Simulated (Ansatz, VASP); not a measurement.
# HfO2: VASP beside Ansatz

```
Hf O
1.0
     4.85674    0.00000    0.00000
    -2.42837    4.20606    0.00000
     0.00000    0.00000    3.89719
Hf O
2 4
Direct
  0.33333 0.66667 0.50000
  0.66667 0.33333 0.50000
  0.46051 0.00000 0.00000
  0.00000 0.46051 0.00000
  0.53949 0.53949 0.00000
  0.00000 0.00000 0.00000
```

Alike in both runs: task relaxation of cell and atoms; functional PBE; k mesh 6 × 6 × 4; occupations gaussian, width 0.1 eV; no spin polarisation.

|  | VASP | Ansatz |
| --- | --- | --- |
| version | VASP 6.6.1 | Ansatz 0.2.0 |
| potentials or method | VASP PAW PBE potentials, release 64 (Hf_pv, O), cutoff 600 eV | scalar-relativistic, plane waves, PAW |
| valence electrons in the cell | 44 | 76 |

|  | VASP | Ansatz | Ansatz less VASP |
| --- | --- | --- | --- |
| gap on the k mesh at the Fermi level, each at its own relaxed structure (eV) | none | none | - |
| relaxed volume (Å³/atom) | 12.39 | 12.56 | +0.167 |
| relaxed length of the cell vector where the two differ most in proportion (Å) | 2.839 | 2.853 | +0.0134 |

A gap of «none» marks a metal or a gap that the smearing closes. VASP's potentials hold 44 valence electrons a cell and Ansatz's 76, so a difference there can come from the potentials and not from the codes.

The k mesh is coarse, so the values compare programs but aren't converged. Neither program's run includes spin-orbit coupling.
